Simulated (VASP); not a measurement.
# NbP in VASP: a series of runs

NbP is run at these levels: PBE; tasks: single point.

Program: VASP 6.6.1. These are calculated values, not measurements. Logs are shortened: lines on timing, memory, paths and dates and some standing lists are left out, and cuts for length are marked.

## Step 1: The cell of the first run

It takes space group I4_1md (No. 109, tetragonal). Conventional cell: a = 3.347 Å, b = 3.347 Å, c = 11.314 Å, α = 90.00°, β = 90.00°, γ = 90.00°. Within 3.4 Å of Nb (site symmetry 2mm) lie 6 P at 2.53 to 2.54 Å and 8 Nb at 3.29 to 3.35 Å. Within 3.4 Å of P (site symmetry 2mm) lie 6 Nb at 2.53 to 2.54 Å and 8 P at 3.29 to 3.35 Å.

## Step 2: Single point, PBE

Input file INCAR:

```
SYSTEM = NbP
PREC = Accurate ; ENCUT = 520
EDIFF = 1E-6 ; ISMEAR = 0
SIGMA = 0.1 ; LREAL = .FALSE.
LASPH = .TRUE. ; NELM = 60
ALGO = Normal ; ISIF = 2
LWAVE = .FALSE. ; LCHARG = .FALSE.
GGA = PE ; NBANDS = 46
ISYM = 0
```

Input file KPOINTS:

```
regular mesh
0
G
  10 10 4
  0 0 0
```

Input file POSCAR:

```
NbP
1.0
    3.3470468453      0.0000000000      0.0000000000
    0.0000000000      3.3470468453      0.0000000000
    0.0000000000      0.0000000000     11.3136848195
Nb P
4 4
Direct
    0.5000000000      0.5000000000      0.0003003701
    0.0000000000      0.5000000000      0.7503003701
    0.0000000000      0.0000000000      0.5003003701
    0.5000000000      0.0000000000      0.2503003701
    0.0000000000      0.0000000000      0.0823282049
    0.5000000000      0.0000000000      0.8323282049
    0.5000000000      0.5000000000      0.5823282049
    0.0000000000      0.5000000000      0.3323282049
```

Potentials or basis: VASP PAW PBE potentials, release 64 (Nb_sv, P).

Started as:

```console
$ cat potpaw_PBE.64/Nb_sv/POTCAR potpaw_PBE.64/P/POTCAR > POTCAR
$ mpirun -np 1 vasp_std > vasp.out
```

OUTCAR:

```text
SYSTEM = NbP
   PREC = Accurate
   ENCUT = 520
   EDIFF = 1E-6
   ISMEAR = 0
   LREAL = .FALSE.
   LASPH = .TRUE.
   NELM = 60
   ISIF = 2
   GGA = PE
   ISYM = 0

 ion  position               nearest neighbor table
   1  0.500  0.500  0.000-   6 2.53   6 2.53   5 2.54   5 2.54   5 2.54   5 2.54
   2  0.000  0.500  0.750-   7 2.53   7 2.53   6 2.54   6 2.54   6 2.54   6 2.54
   3  0.000  0.000  0.500-   8 2.53   8 2.53   7 2.54   7 2.54   7 2.54   7 2.54
   4  0.500  0.000  0.250-   5 2.53   5 2.53   8 2.54   8 2.54   8 2.54   8 2.54
   5  0.000  0.000  0.082-   4 2.53   4 2.53   1 2.54   1 2.54   1 2.54   1 2.54
   6  0.500  0.000  0.832-   1 2.53   1 2.53   2 2.54   2 2.54   2 2.54   2 2.54
   7  0.500  0.500  0.582-   2 2.53   2 2.53   3 2.54   3 2.54   3 2.54   3 2.54
   8  0.000  0.500  0.332-   3 2.53   3 2.53   4 2.54   4 2.54   4 2.54   4 2.54

IMPORTANT INFORMATION: All symmetrisations will be switched off!
NOSYMM: (Re-)initialisation of all symmetry stuff for point group C_1.

----------------------------------------------------------------------------------------

                                     Primitive cell

  volume of cell :     126.7441

  direct lattice vectors                    reciprocal lattice vectors
     3.347046845  0.000000000  0.000000000     0.298770841  0.000000000  0.000000000
     0.000000000  3.347046845  0.000000000     0.000000000  0.298770841  0.000000000
     0.000000000  0.000000000 11.313684820     0.000000000  0.000000000  0.088388533

  length of vectors
     3.347046845  3.347046845 11.313684820     0.298770841  0.298770841  0.088388533

  position of ions in fractional coordinates (direct lattice)
     0.500000000  0.500000000  0.000300370
     0.000000000  0.500000000  0.750300370
     0.000000000  0.000000000  0.500300370
     0.500000000  0.000000000  0.250300370
     0.000000000  0.000000000  0.082328205
     0.500000000  0.000000000  0.832328205
     0.500000000  0.500000000  0.582328205
     0.000000000  0.500000000  0.332328205

  ion indices of the primitive-cell ions
   primitive index   ion index
                 1           1
                 2           2
                 3           3
                 4           4
                 5           5
                 6           6
                 7           7
                 8           8

----------------------------------------------------------------------------------------

 KPOINTS: regular mesh

Automatic generation of k-mesh.
 Grid dimensions read from file:
 generate k-points for:   10   10    4

 Generating k-lattice:

  Cartesian coordinates                     Fractional coordinates (reciprocal lattice)
     0.029877084  0.000000000  0.000000000     0.100000000  0.000000000  0.000000000
     0.000000000  0.029877084  0.000000000     0.000000000  0.100000000  0.000000000
     0.000000000  0.000000000  0.022097133     0.000000000  0.000000000  0.250000000

  Length of vectors
     0.029877084  0.029877084  0.022097133

  Shift w.r.t. Gamma in fractional coordinates (k-lattice)
     0.000000000  0.000000000  0.000000000

 Subroutine IBZKPT returns following result:
 ===========================================

 Found    204 irreducible k-points:

 Following reciprocal coordinates:
            Coordinates               Weight
  0.000000  0.000000  0.000000      1.000000
  0.100000  0.000000  0.000000      2.000000
  0.000000  0.100000  0.000000      2.000000
  0.200000  0.000000  0.000000      2.000000
  0.000000  0.200000  0.000000      2.000000
  0.300000  0.000000  0.000000      2.000000
[... 16 lines left out ...]
 -0.100000  0.400000  0.000000      2.000000
 -0.400000  0.100000  0.000000      2.000000
 [... further k-points ...]
   k-points           NKPTS =    204   k-points in BZ     NKDIM =    204   number of bands    NBANDS=     46
   number of dos      NEDOS =    301   number of ions     NIONS =      8
   total plane-waves  NPLWV =  65856
   dimension x,y,z NGX =    28 NGY =   28 NGZ =   84
   dimension x,y,z NGXF=    56 NGYF=   56 NGZF=  168
   ions per type =               4   4
   NGX,Y,Z   is equivalent  to a cutoff of  13.91, 13.91, 12.34 a.u.
   NGXF,Y,Z  is equivalent  to a cutoff of  27.81, 27.81, 24.69 a.u.
 SYSTEM =  NbP
   PREC   = accura    normal or accurate (medium, high low for compatibility)
   ISTART =      0    job   : 0-new  1-cont  2-samecut
   ICHARG =      2    charge: 1-file 2-atom 10-const
   ISPIN  =      1    spin polarized calculation?
   LNONCOLLINEAR =      F non collinear calculations
   LSORBIT =      F    spin-orbit coupling
   LASPH  =      T    aspherical Exc in radial PAW
   ENCUT  =  520.0 eV  38.22 Ry    6.18 a.u.   6.22  6.22 21.04*2*pi/ulx,y,z
   NELM   =     60;   NELMIN=  2; NELMDL= -5     # of ELM steps
   EDIFF  = 0.1E-05   stopping-criterion for ELM
   LREAL  =      F    real-space projection
   EDIFFG = 0.1E-04   stopping-criterion for IOM
   NSW    =      0    number of steps for IOM
   IBRION =     -1    ionic relax: 0-MD 1-quasi-New 2-CG
   NFREE  =      0    steps in history (QN), initial steepest desc. (CG)
   ISIF   =      2    stress and relaxation
   ISYM   =      0    0-nonsym 1-usesym 2-fastsym
   POTIM  = 0.5000    time-step for ionic-motion
   TEBEG  =    0.0;   TEEND  =   0.0 temperature during run
   PSTRESS=    0.0 pullay stress
   NELECT =      72.0000    total number of electrons
   NUPDOWN=      -1.0000    fix difference up-down
   EMIN   =  10.00;   EMAX   =-10.00  energy-range for DOS
   EFERMI =   0.00;   METHOD = LEGACY
   ISMEAR =     0;   SIGMA  =   0.10  broadening in eV -4-tet -1-fermi 0-gaus
   EFERMI_NEDOS =   21; number of points for ismear=-14 and -15
   IALGO  =     38    algorithm
   IMIX   =      4    mixing-type and parameters
     AMIX     =   0.40;   BMIX     =  1.00
     AMIX_MAG =   1.60;   BMIX_MAG =  1.00
  volume/ion in A,a.u.               =      15.84       106.91
  Fermi-wavevector in a.u.,A,eV,Ry     =   1.355844  2.562174 25.011772  1.838313
  Thomas-Fermi vector in A             =   2.482897
   LORBIT       =      0    0 simple, 1 ext, 2 COOP (PROOUT), +10 PAW based schemes
   GGA     = PE    functional components
   LHFCALC =     F    Hartree Fock is set to
   AEXX    =    0.0000 exact exchange contribution
   IVDW    =     0    specifies the selected vdW correction
   LEPSILON=     F    determine dielectric tensor
   LRPA    =     F    only Hartree local field effects (RPA)
 non-spin polarized calculation
 Gauss-broadening in eV      SIGMA  =   0.10
  energy-cutoff  :      520.00
  volume of cell :      126.74
 maximum number of plane-waves:      3448
 NGX is ok and might be reduce to    28
   NGX = 13   NGY = 13   NGZ = 43

 number of electron      71.9999993 magnetization

 Free energy of the ion-electron system (eV)
  ---------------------------------------------------
  ext. energy  EPLUGINS =         0.00000000
  ---------------------------------------------------
  free energy    TOTEN  =       -70.61939498 eV

  energy without entropy =      -70.60961732  energy(sigma->0) =      -70.61450615

 E-fermi :  10.7813     XC(G=0): -12.0701

 val. band max:       10.7741937290   @ k =   0.4000   0.0000   0.5000
 cond. band min:      10.7824611763   @ k =   0.3000   0.0000   0.5000
 fundamental gap:      0.0082674473
 Fermi energy:        10.7812762739

 k-point     1 :       0.0000    0.0000    0.0000
  band No.  band energies     occupation
      1     -44.1235      2.00000
      2     -44.1023      2.00000
      3     -44.1022      2.00000
      4     -44.0809      2.00000
      5     -20.4042      2.00000
      6     -20.2076      2.00000
[... 38 lines left out ...]
     45      13.9231      0.00000
     46      14.3059      0.00000

 k-point     2 :       0.1000    0.0000    0.0000
  band No.  band energies     occupation
      1     -44.1212      2.00000
      2     -44.1010      2.00000
      3     -44.1001      2.00000
      4     -44.0798      2.00000
      5     -20.3972      2.00000
      6     -20.2498      2.00000
[... 38 lines left out ...]
     45      14.2081      0.00000
     46      14.2682      0.00000

 k-point     3 :       0.0000    0.1000    0.0000
  band No.  band energies     occupation
      1     -44.1212      2.00000
      2     -44.1011      2.00000
      3     -44.1001      2.00000
      4     -44.0798      2.00000
      5     -20.3972      2.00000
      6     -20.2498      2.00000
[... 38 lines left out ...]
     45      14.2057      0.00000
     46      14.2890      0.00000

 k-point     4 :       0.2000    0.0000    0.0000
  band No.  band energies     occupation
      1     -44.1153      2.00000
      2     -44.0981      2.00000
      3     -44.0943      2.00000
      4     -44.0770      2.00000
      5     -20.3836      2.00000
      6     -20.3252      2.00000
[... 920 lines left out ...]
     45      13.9476      0.00000
     46      14.0553      0.00000

 k-point    23 :      -0.1000    0.4000    0.0000
  band No.  band energies     occupation
      1     -44.0978      2.00000
      2     -44.0913      2.00000
      3     -44.0782      2.00000
      4     -44.0716      2.00000
      5     -20.4715      2.00000
      6     -20.4681      2.00000
[... 38 lines left out ...]
     45      13.9477      0.00000
     46      14.0533      0.00000

 k-point    24 :      -0.4000    0.1000    0.0000
  band No.  band energies     occupation
      1     -44.0978      2.00000
      2     -44.0913      2.00000
      3     -44.0782      2.00000
      4     -44.0716      2.00000
      5     -20.4715      2.00000
      6     -20.4682      2.00000
[... 38 lines left out ...]
     45      13.9472      0.00000
     46      14.0529      0.00000

 [... further k-points ...]

------------------------ aborting loop because EDIFF is reached ----------------------------------------

  FORCE on cell =-STRESS in cart. coord.  units (eV):
  Direction    XX          YY          ZZ          XY          YZ          ZX
  --------------------------------------------------------------------------------------
  -------------------------------------------------------------------------------------
  Total        0.6585701      0.6588955      1.9394512      0.0000045      0.0000010      0.0000010
  in kB        8.3250129      8.3291268     24.5166872      0.0000567      0.0000125      0.0000129
  external PRESSURE =      13.7236090 kB  Pullay stress =       0.0000000 kB

 VOLUME and BASIS-vectors are now :
 -----------------------------------------------------------------------------
  energy-cutoff  :      520.00
  volume of cell :      126.74
      direct lattice vectors                 reciprocal lattice vectors
     3.347046845  0.000000000  0.000000000     0.298770841  0.000000000  0.000000000
     0.000000000  3.347046845  0.000000000     0.000000000  0.298770841  0.000000000
     0.000000000  0.000000000 11.313684820     0.000000000  0.000000000  0.088388533

 POSITION                                       TOTAL-FORCE (eV/Angst)
 -----------------------------------------------------------------------------------
      1.67352      1.67352      0.00340        -0.000001      0.000004     -0.008887
      0.00000      1.67352      8.48866        -0.000001     -0.000006     -0.009016
      0.00000      0.00000      5.66024        -0.000004      0.000001     -0.008888
      1.67352      0.00000      2.83182         0.000003      0.000002     -0.009052
      0.00000      0.00000      0.93144         0.000000      0.000000      0.009102
      1.67352      0.00000      9.41670         0.000002     -0.000001      0.008890
      1.67352      1.67352      6.58828        -0.000001     -0.000001      0.009101
      0.00000      1.67352      3.75986         0.000002      0.000000      0.008752
 -----------------------------------------------------------------------------------
    total drift:                               -0.000014      0.000001      0.000533

  FREE ENERGIE OF THE ION-ELECTRON SYSTEM (eV)
  ---------------------------------------------------
  free  energy   TOTEN  =       -70.6193949801 eV

  energy  without entropy=      -70.6096173218  energy(sigma->0) =      -70.61450615
```

Run time: 8.5 min. Hardware: 1 thread of Intel Xeon 6975P-C (Granite Rapids), shared host; peak memory 0.87 GiB.

What came out:

- Free energy: -70.6194 eV
- Pressure: 1.4 GPa
- Largest force: 0.009 eV/Å
- Band gap on the k mesh: zero (bands 36 and 37 overlap by 0.10 eV)

Forces on the atoms (eV/Å):
```
Nb   0.000  0.000 -0.009
Nb   0.000  0.000 -0.009
Nb   0.000  0.000 -0.009
Nb   0.000  0.000 -0.009
P    0.000  0.000  0.009
P    0.000  0.000  0.009
P    0.000  0.000  0.009
P    0.000  0.000  0.009
```

## Step 3: Single point, PBE (strain along c alone, the other axes held: +2.0 %, then relaxed in part)

Input file INCAR:

```
SYSTEM = NbP
PREC     = Accurate       ! precision mode
ENCUT    = 520            ! plane-wave cutoff, eV
EDIFF    = 1E-7           ! SCF threshold, eV
ISMEAR   = 0              ! smearing method
SIGMA    = 0.1            ! smearing width, eV
LREAL    = .False.        ! projectors in reciprocal space
LASPH    = .True.         ! aspherical terms in the spheres
NELM     = 100            ! most SCF steps
ALGO     = Normal         ! electronic algorithm
ISIF     = 2              ! what is computed and relaxed
LWAVE    = .False.        ! write WAVECAR
LCHARG   = .False.        ! write CHGCAR
GGA      = PE             ! functional
NBANDS   = 46             ! bands
```

Input file KPOINTS:

```
Automatic mesh
0
Gamma
  10 10 4
  0 0 0
```

Input file POSCAR:

```
NbP
1.0
    3.3470468453      0.0000000000      0.0000000000
    0.0000000000      3.3470468453      0.0000000000
    0.0000000000      0.0000000000     11.6565237534
Nb P
4 4
Direct
    0.5000000000      0.5000000000     -0.0004336115
    0.0000000000      0.5000000000      0.7495663885
    0.0000000000      0.0000000000      0.4995663885
    0.5000000000      0.0000000000      0.2495663885
    0.0000000000      0.0000000000      0.0830621865
    0.5000000000      0.0000000000      0.8330621865
    0.5000000000      0.5000000000      0.5830621865
    0.0000000000      0.5000000000      0.3330621865
```

Potentials or basis: VASP PAW PBE potentials, release 64 (Nb_sv, P).

Started as:

```console
$ cat potpaw_PBE.64/Nb_sv/POTCAR potpaw_PBE.64/P/POTCAR > POTCAR
$ mpirun -np 1 vasp_std > vasp.out
```

It took 7.7 min on 1 thread of AMD EPYC 7R13 (Zen 3), shared host; peak memory 0.41 GiB.

The run converged. Its results:

| Quantity | Value |
| --- | --- |
| Free energy | -70.5875 eV |
| Pressure | -3.6 GPa |
| Band gap on the k mesh | zero (bands 36 and 37 overlap by 0.15 eV) |

Stress tensor (GPa, compression positive):
```
-2.73  0.00  0.00
 0.00 -2.73  0.00
 0.00  0.00 -5.21
```

Levels at points of the mesh, in eV from the Fermi level:
```csv
k point,band 33,band 34,band 35,band 36,band 37,band 38,band 39,band 40
"(0.00, 0.00, 0.00)",-1.33,-1.33,-0.48,-0.48,0.89,1.22,1.22,1.59
"(0.50, 0.00, 0.00)",-1.52,-1.52,-0.16,-0.16,0.00,0.00,1.44,1.44
"(0.50, 0.50, 0.00)",-0.41,-0.41,-0.41,-0.41,2.93,2.93,2.93,2.93
"(0.00, 0.00, 0.50)",-0.87,-0.87,-0.87,-0.87,0.99,0.99,1.48,1.48
"(0.50, 0.00, 0.50)",-1.53,-1.53,-0.22,-0.22,0.10,0.10,1.28,1.28
"(0.50, 0.50, 0.50)",-0.38,-0.38,-0.38,-0.38,2.91,2.91,2.91,2.91
```

Caveat: the cell differs from its parent crystal (strain along c alone, the other axes held: +2.0 %, then relaxed in part); the cell stands under tension.

(Continued in part 2 of 3.)
